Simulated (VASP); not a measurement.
Zr: single point with PBE

Zr:

```
CELL_PARAMETERS angstrom
3.23200 0.00000 0.06060
-1.61600 2.79899 -0.03030
0.09651 0.00000 5.14700
ATOMIC_POSITIONS crystal
Zr 0.33333 0.66667 0.25000
Zr 0.66667 0.33333 0.75000
```

This cell differs from its parent crystal: strain +0.0375 x Voigt [0, 0, 0, 0, 1, 0].

```json
{
  "Program": "VASP 6.6.1",
  "Task": "single point",
  "Functional": "PBE",
  "Potentials or basis": "VASP PAW PBE potentials, release 64 (Zr_sv)",
  "Cutoff": "520 eV",
  "k mesh": "18 × 18 × 10",
  "Occupations": "gaussian, width 0.15 eV",
  "Spin": "no spin polarisation"
}
```

* Pressure: 0.5 GPa
* Largest force: 0.005 eV/Å
* Band gap on the k mesh: zero (bands 12 and 13 overlap by 1.26 eV)

Forces in eV/Å, atoms in the order of the input:
```
Zr   0.000  0.005  0.000
Zr   0.000 -0.005  0.000
```

Stress tensor (GPa, compression positive):
```
 0.37  0.00 -0.97
 0.00  0.21  0.00
-0.97  0.00  0.82
```

Levels at points of the mesh, in eV from the Fermi level:
```csv
k point,band 8,band 9,band 10,band 11,band 12,band 13,band 14,band 15,band 16,band 17
"(0.00, 0.00, 0.00)",-26.32,-5.65,-3.02,0.87,0.87,1.00,1.19,1.56,1.56,2.15
"(0.50, 0.00, 0.00)",-26.45,-2.56,-2.50,-2.13,-0.20,0.52,0.76,1.54,4.90,5.27
"(0.00, 0.50, 0.00)",-26.44,-2.55,-2.50,-2.13,-0.21,0.48,0.80,1.55,4.90,5.27
"(0.00, 0.00, 0.50)",-26.40,-3.94,-3.94,0.04,0.04,0.77,0.77,0.81,0.81,3.77
"(0.50, 0.00, 0.50)",-26.55,-2.87,-2.84,-1.11,-0.97,1.48,1.80,2.18,2.26,5.07
"(0.00, 0.50, 0.50)",-26.57,-2.86,-2.86,-1.04,-1.04,1.64,1.64,2.22,2.22,5.10
```

It took 22 min on 1 thread of Oxide Virtual Turin-like Processor, on a shared host, peak memory 0.63 GiB.

Caveat: the cell differs from its parent crystal (strain +0.0375 x Voigt [0, 0, 0, 0, 1, 0]).
